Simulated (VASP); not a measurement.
Runs of VASP 6.6.1 on BN. The structure is that of space group P6_3/mmc (No. 194), or close to it. The cells are those of the table. 

```tsv
task	cell	k mesh	cutoff (eV)	smearing	gap on the mesh (eV)	pressure (GPa)
single point	a = 2.499, b = 2.499, c = 6.844 Å, angles 90.0, 90.0, 120.0°, 4 atoms	9 × 9 × 4	520	gaussian 0.1 eV	(a)	1.0
single point	a = 2.500, b = 2.500, c = 6.884 Å, angles 90.0, 90.0, 120.0°, 4 atoms	12 × 12 × 4	520	gaussian 0.02 eV	(b)	0.6
relaxation of cell and atoms	relaxed from a = 2.540, b = 2.540, c = 6.598 Å, angles 90.0, 90.0, 120.0°, 4 atoms	9 × 9 × 4	600	gaussian 0.1 eV	5.02	0.5
relaxation of cell and atoms	relaxed from a = 2.499, b = 2.499, c = 6.844 Å, angles 90.0, 90.0, 120.0°, 4 atoms	12 × 12 × 4	600	gaussian 0.02 eV	4.92	0.0
```

Alike in all rows: level r2SCAN; potentials or basis VASP PAW PBE potentials, release 64 (B, N); no spin polarisation.

Problem. Fill in the values left out.

Solution. (a) 5.06; (b) 4.93.

Caveats: the PAW data sets were made with another functional, which shifts forces and pressure a little.

A k mesh can miss the band edges.
